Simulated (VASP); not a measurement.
# Sc (P6_3/mmc) in VASP: notebook

Runs on Sc. Level: PBEsol. Tasks: single point, relaxation of cell and atoms.

Everything below comes from runs of VASP 6.6.1. Logs are shortened: lines on timing, memory, paths and dates and some standing lists are left out, and cuts for length are marked.

## (1) The cell of the first run

Symmetry: P6_3/mmc, No. 194, hexagonal system. The conventional cell has a = 3.275 Å, b = 3.275 Å, c = 5.106 Å, α = 90.00°, β = 90.00°, γ = 120.00°. Sc (site symmetry -6m2) has 12 Sc at 3.18 to 3.28 Å within 4.2 Å.

## (2) Single point, PBEsol

INCAR reads:

```
PREC = Accurate ; ENCUT = 520
EDIFF = 1E-7 ; ISMEAR = -1
SIGMA = 0.1 ; LREAL = F
LASPH = T ; NELM = 100
ALGO = Normal ; ISIF = 2
LWAVE = F ; LCHARG = T
GGA = PS ; LELF = T
LVHAR = T ; NBANDS = 18
```

KPOINTS reads:

```
Automatic mesh
0
Gamma
  14 14 8
```

POSCAR reads:

```
Sc
1.0
    3.2753041365      0.0000000000      0.0000000000
   -1.6376520683      2.8364965873      0.0000000000
    0.0000000000      0.0000000000      5.1058925626
Sc
2
Direct
    0.3333333333      0.6666666667      0.2500000000
    0.6666666667      0.3333333333      0.7500000000
```

Potentials or basis: VASP PAW PBE potentials, release 64 (Sc_sv).

The run is started by

```sh
> cat potpaw_PBE.64/Sc_sv/POTCAR > POTCAR
> mpirun -np 1 vasp_std > vasp.out
```

OUTCAR:

```text
PREC = Accurate
   ENCUT = 520
   EDIFF = 1E-7
   ISMEAR = -1
   LREAL = F
   LASPH = T
   NELM = 100
   ISIF = 2
   GGA = PS

 ion  position               nearest neighbor table
   1  0.333  0.667  0.250-   2 3.18   2 3.18   2 3.18   2 3.18   2 3.18   2 3.18
   2  0.667  0.333  0.750-   1 3.18   1 3.18   1 3.18   1 3.18   1 3.18   1 3.18

  LATTYP: Found a hexagonal cell.
 ALAT       =     3.2753041365
 C/A-ratio  =     1.5589063946

  Lattice vectors:

 A1 = (   3.2753041365,   0.0000000000,   0.0000000000)
 A2 = (  -1.6376520683,   2.8364965873,   0.0000000000)
 A3 = (   0.0000000000,   0.0000000000,   5.1058925626)

Analysis of symmetry for initial positions (statically):
=====================================================================
 Subroutine PRICEL returns:
 Original cell was already a primitive cell.

 Routine SETGRP: Setting up the symmetry group for a
 hexagonal supercell.

 Subroutine GETGRP returns: Found 24 space group operations
 (whereof 12 operations were pure point group operations)
 out of a pool of 24 trial point group operations.

The static configuration has the point symmetry D_3d.
 The point group associated with its full space group is D_6h.

Analysis of symmetry for dynamics (positions and initial velocities):
=====================================================================
 Subroutine PRICEL returns:
 Original cell was already a primitive cell.

 Routine SETGRP: Setting up the symmetry group for a
 hexagonal supercell.

 Subroutine GETGRP returns: Found 24 space group operations
 (whereof 12 operations were pure point group operations)
 out of a pool of 24 trial point group operations.

The dynamic configuration has the point symmetry D_3d.
 The point group associated with its full space group is D_6h.

 Subroutine INISYM returns: Found 24 space group operations
 (whereof 12 operations are pure point group operations),
 and found     1 'primitive' translations

----------------------------------------------------------------------------------------

                                     Primitive cell

  volume of cell :      47.4357

  direct lattice vectors                    reciprocal lattice vectors
     3.275304136  0.000000000  0.000000000     0.305315158  0.176273789  0.000000000
    -1.637652068  2.836496587  0.000000000     0.000000000  0.352547577  0.000000000
     0.000000000  0.000000000  5.105892563     0.000000000  0.000000000  0.195852143

  length of vectors
     3.275304136  3.275304136  5.105892563     0.352547577  0.352547577  0.195852143

  position of ions in fractional coordinates (direct lattice)
     0.333333333  0.666666667  0.250000000
     0.666666667  0.333333333  0.750000000

  ion indices of the primitive-cell ions
   primitive index   ion index
                 1           1
                 2           2

----------------------------------------------------------------------------------------

 KPOINTS: Automatic mesh

Automatic generation of k-mesh.
 Grid dimensions read from file:
 generate k-points for:   14   14    8

 Generating k-lattice:

  Cartesian coordinates                     Fractional coordinates (reciprocal lattice)
     0.021808226  0.012590985  0.000000000     0.071428571  0.000000000  0.000000000
     0.000000000  0.025181970  0.000000000     0.000000000  0.071428571  0.000000000
     0.000000000  0.000000000  0.024481518     0.000000000  0.000000000  0.125000000

  Length of vectors
     0.025181970  0.025181970  0.024481518

  Shift w.r.t. Gamma in fractional coordinates (k-lattice)
     0.000000000  0.000000000  0.000000000

 Subroutine IBZKPT returns following result:
 ===========================================

 Found    120 irreducible k-points:

 Following reciprocal coordinates:
            Coordinates               Weight
  0.000000  0.000000  0.000000      1.000000
  0.071429  0.000000  0.000000      6.000000
  0.142857 -0.000000  0.000000      6.000000
  0.214286  0.000000  0.000000      6.000000
  0.285714 -0.000000  0.000000      6.000000
  0.357143 -0.000000  0.000000      6.000000
[... 16 lines left out ...]
  0.285714  0.285714  0.000000      6.000000
  0.357143  0.285714  0.000000      6.000000
 [... further k-points ...]
   k-points           NKPTS =    120   k-points in BZ     NKDIM =    120   number of bands    NBANDS=     18
   number of dos      NEDOS =    301   number of ions     NIONS =      2
   total plane-waves  NPLWV =  23040
   dimension x,y,z NGX =    24 NGY =   24 NGZ =   40
   dimension x,y,z NGXF=    48 NGYF=   48 NGZF=   80
   ions per type =               2
   NGX,Y,Z   is equivalent  to a cutoff of  12.18, 12.18, 13.02 a.u.
   NGXF,Y,Z  is equivalent  to a cutoff of  24.36, 24.36, 26.05 a.u.
 SYSTEM =  unknown system
   PREC   = accura    normal or accurate (medium, high low for compatibility)
   ISTART =      0    job   : 0-new  1-cont  2-samecut
   ICHARG =      2    charge: 1-file 2-atom 10-const
   ISPIN  =      1    spin polarized calculation?
   LNONCOLLINEAR =      F non collinear calculations
   LSORBIT =      F    spin-orbit coupling
   LASPH  =      T    aspherical Exc in radial PAW
   ENCUT  =  520.0 eV  38.22 Ry    6.18 a.u.   6.09  6.09  9.49*2*pi/ulx,y,z
   NELM   =    100;   NELMIN=  2; NELMDL= -5     # of ELM steps
   EDIFF  = 0.1E-06   stopping-criterion for ELM
   LREAL  =      F    real-space projection
   EDIFFG = 0.1E-05   stopping-criterion for IOM
   NSW    =      0    number of steps for IOM
   IBRION =     -1    ionic relax: 0-MD 1-quasi-New 2-CG
   NFREE  =      0    steps in history (QN), initial steepest desc. (CG)
   ISIF   =      2    stress and relaxation
   ISYM   =      2    0-nonsym 1-usesym 2-fastsym
   POTIM  = 0.5000    time-step for ionic-motion
   TEBEG  =    0.0;   TEEND  =   0.0 temperature during run
   PSTRESS=    0.0 pullay stress
   NELECT =      22.0000    total number of electrons
   NUPDOWN=      -1.0000    fix difference up-down
   EMIN   =  10.00;   EMAX   =-10.00  energy-range for DOS
   EFERMI =   0.00;   METHOD = LEGACY
   ISMEAR =    -1;   SIGMA  =   0.10  broadening in eV -4-tet -1-fermi 0-gaus
   EFERMI_NEDOS =   21; number of points for ismear=-14 and -15
   IALGO  =     38    algorithm
   IMIX   =      4    mixing-type and parameters
     AMIX     =   0.40;   BMIX     =  1.00
     AMIX_MAG =   1.60;   BMIX_MAG =  1.00
  volume/ion in A,a.u.               =      23.72       160.06
  Fermi-wavevector in a.u.,A,eV,Ry     =   1.267206  2.394672 21.848384  1.605811
  Thomas-Fermi vector in A             =   2.400366
   LORBIT       =      0    0 simple, 1 ext, 2 COOP (PROOUT), +10 PAW based schemes
   GGA     = PS    functional components
   LHFCALC =     F    Hartree Fock is set to
   AEXX    =    0.0000 exact exchange contribution
   IVDW    =     0    specifies the selected vdW correction
   LEPSILON=     F    determine dielectric tensor
   LRPA    =     F    only Hartree local field effects (RPA)
 non-spin polarized calculation
  energy-cutoff  :      520.00
  volume of cell :       47.44
 maximum number of plane-waves:      1300
   NGX = 13   NGY = 13   NGZ = 19

 number of electron      22.0000006 magnetization

 Free energy of the ion-electron system (eV)
  ---------------------------------------------------
  ext. energy  EPLUGINS =         0.00000000
  ---------------------------------------------------
  free energy    TOTEN  =       -13.27392260 eV

  energy without entropy =      -13.15335879  energy(sigma->0) =      -13.21364069

 E-fermi :   3.7986     XC(G=0): -10.1477

 val. band max:        3.7983310420   @ k =   0.3571   0.2857   0.5000
 cond. band min:       3.8020605014   @ k =   0.2143   0.0000   0.2500
 fundamental gap:      0.0037294594
 Fermi energy:         3.7985508804

 k-point     1 :       0.0000    0.0000    0.0000
  band No.  band energies     occupation
      1     -45.3018      2.00000
      2     -45.2165      2.00000
      3     -24.2626      2.00000
      4     -23.8614      2.00000
      5     -23.8614      2.00000
      6     -23.7853      2.00000
[... 10 lines left out ...]
     17       6.1973      0.00000
     18       6.1973      0.00000

 k-point     2 :       0.0714    0.0000    0.0000
  band No.  band energies     occupation
      1     -45.2990      2.00000
      2     -45.2155      2.00000
      3     -24.2549      2.00000
      4     -23.8762      2.00000
      5     -23.8666      2.00000
      6     -23.8010      2.00000
[... 10 lines left out ...]
     17       6.1016      0.00000
     18       6.1240      0.00000

 k-point     3 :       0.1429   -0.0000    0.0000
  band No.  band energies     occupation
      1     -45.2908      2.00000
      2     -45.2129      2.00000
      3     -24.2325      2.00000
      4     -23.9179      2.00000
      5     -23.8807      2.00000
      6     -23.8441      2.00000
[... 10 lines left out ...]
     17       6.1181      0.00000
     18       6.2093      0.00000

 k-point     4 :       0.2143    0.0000    0.0000
  band No.  band energies     occupation
      1     -45.2785      2.00000
      2     -45.2095      2.00000
      3     -24.1978      2.00000
      4     -23.9787      2.00000
      5     -23.9047      2.00000
      6     -23.9004      2.00000
[... 375 lines left out ...]
      4     -24.0508      2.00000
      5     -24.0177      2.00000
      6     -24.0073      2.00000
[... 10 lines left out ...]
     17       7.7712      0.00000
     18       7.8620      0.00000

 k-point    23 :       0.2857    0.2857    0.0000
  band No.  band energies     occupation
      1     -45.2245      2.00000
      2     -45.2089      2.00000
      3     -24.1149      2.00000
      4     -24.0560      2.00000
      5     -24.0115      2.00000
      6     -24.0047      2.00000
[... 10 lines left out ...]
     17       7.7728      0.00000
     18       7.8342      0.00000

 k-point    24 :       0.3571    0.2857    0.0000
  band No.  band energies     occupation
      1     -45.2190      2.00000
      2     -45.2120      2.00000
      3     -24.1170      2.00000
      4     -24.0342      2.00000
      5     -24.0335      2.00000
      6     -23.9846      2.00000
[... 10 lines left out ...]
     17       7.6590      0.00000
     18       7.8221      0.00000

 [... further k-points ...]

------------------------ aborting loop because EDIFF is reached ----------------------------------------

  FORCE on cell =-STRESS in cart. coord.  units (eV):
  Direction    XX          YY          ZZ          XY          YZ          ZX
  --------------------------------------------------------------------------------------
  -------------------------------------------------------------------------------------
  Total        0.0037296      0.0037296     -0.0003070     -0.0000000      0.0000000      0.0000000
  in kB        0.1259712      0.1259712     -0.0103679     -0.0000000      0.0000000      0.0000000
  external PRESSURE =       0.0805248 kB  Pullay stress =       0.0000000 kB

 VOLUME and BASIS-vectors are now :
 -----------------------------------------------------------------------------
  energy-cutoff  :      520.00
  volume of cell :       47.44
      direct lattice vectors                 reciprocal lattice vectors
     3.275304136  0.000000000  0.000000000     0.305315158  0.176273789  0.000000000
    -1.637652068  2.836496587  0.000000000     0.000000000  0.352547577  0.000000000
     0.000000000  0.000000000  5.105892563     0.000000000  0.000000000  0.195852143

 POSITION                                       TOTAL-FORCE (eV/Angst)
 -----------------------------------------------------------------------------------
     -0.00000      1.89100      1.27647        -0.000000      0.000000      0.000000
      1.63765      0.94550      3.82942         0.000000     -0.000000      0.000000
 -----------------------------------------------------------------------------------
    total drift:                                0.000000     -0.000000      0.000000

  FREE ENERGIE OF THE ION-ELECTRON SYSTEM (eV)
  ---------------------------------------------------
  free  energy   TOTEN  =       -13.2739225964 eV

  energy  without entropy=      -13.1533587857  energy(sigma->0) =      -13.21364069
```

Run time: 27 s. Hardware: 1 thread of Intel Xeon 6975P-C (Granite Rapids), shared host; peak memory 0.21 GiB.

What came out:

* Free energy: -13.2739 eV
* Pressure: 0.0 GPa
* Band gap on the k mesh: zero (bands 11 and 12 overlap by 1.55 eV)

Caveat: the PAW data sets were made with another functional, which shifts forces and pressure a little.

## (3) Relaxation of cell and atoms, PBEsol

This run uses another cell than the first one, of 25.00 Å³/atom.

INCAR reads:

```
PREC = Accurate ; ENCUT = 600
EDIFF = 1E-6 ; ISMEAR = -1
SIGMA = 0.1 ; LREAL = False
LASPH = True ; NELM = 80
ALGO = Normal ; ISIF = 3
LWAVE = False ; LCHARG = False
GGA = PS ; IBRION = 2
NSW = 100 ; EDIFFG = -0.002
```

KPOINTS is that of step 2.

POSCAR reads:

```
Sc
1.0
    3.3090000000      0.0000000000      0.0000000000
   -1.6545000000      2.8656780611      0.0000000000
    0.0000000000      0.0000000000      5.2733000000
Sc
2
Direct
    0.3333333333      0.6666666667      0.2500000000
    0.6666666667      0.3333333333      0.7500000000
```

Potentials or basis: VASP PAW PBE potentials, release 64 (Sc_sv).

The run is started by

```sh
> cat potpaw_PBE.64/Sc_sv/POTCAR > POTCAR
> mpirun -np 1 vasp_std > vasp.out
```

Run time: 2.1 min. Hardware: 1 thread of Intel Xeon 6975P-C (Granite Rapids), shared host; peak memory 0.25 GiB.

The run converged. Its results:

- Free energy: -13.2751 eV
- Relaxed volume: 23.74 Å³/atom
- Relaxed cell: a = 3.277 Å, b = 3.277 Å, c = 5.107 Å, α = 90.00°, β = 90.00°, γ = 120.00°
- Space group after relaxing (to 0.1 Å): P6_3/mmc (No. 194)
- Energy gained by relaxing: 12.3 meV/atom
- Ionic steps: 6
- Pressure after relaxing: 0.0 GPa
- Band gap on the k mesh: zero (bands 11 and 12 overlap by 1.55 eV)

The path:
| step | energy change (eV) | largest force (eV/Å) | pressure (GPa) | volume (Å³) |
| --- | --- | --- | --- | --- |
| 1 | 0.0000 | 0.0000 | -2.64 | 50.00 |
| 2 | -0.0229 | 0.0000 | 0.53 | 47.07 |
| 3 | -0.0234 | 0.0000 | 0.12 | 47.42 |
| 4 | -0.0244 | 0.0000 | 0.06 | 47.45 |
| 5 | -0.0246 | 0.0000 | 0.01 | 47.48 |
| 6 | -0.0246 | 0.0000 | 0.01 | 47.48 |

Final structure:
```
Sc
1.0
     3.27651    0.00000    0.00000
    -1.63825    2.83754    0.00000
     0.00000    0.00000    5.10728
Sc
2
Direct
  0.33333 0.66667 0.25000
  0.66667 0.33333 0.75000
```

Levels at points of the mesh, in eV from the Fermi level:
| k point | band 7 | band 8 | band 9 | band 10 | band 11 | band 12 | band 13 | band 14 | band 15 |
| --- | --- | --- | --- | --- | --- | --- | --- | --- | --- |
| (0.00, 0.00, 0.00) | -27.59 | -27.56 | -5.20 | -1.70 | 0.70 | 1.64 | 1.64 | 1.90 | 2.11 |
| (0.50, 0.00, 0.00) | -27.69 | -27.63 | -1.64 | -1.10 | -0.72 | -0.32 | 1.34 | 1.37 | 1.94 |
| (0.00, 0.00, 0.50) | -27.63 | -27.63 | -3.61 | -3.61 | 1.00 | 1.00 | 1.55 | 1.55 | 1.55 |
| (0.50, 0.00, 0.50) | -27.68 | -27.68 | -1.53 | -1.53 | 0.08 | 0.08 | 1.35 | 1.35 | 2.46 |

Caveat: the PAW data sets were made with another functional, which shifts forces and pressure a little.
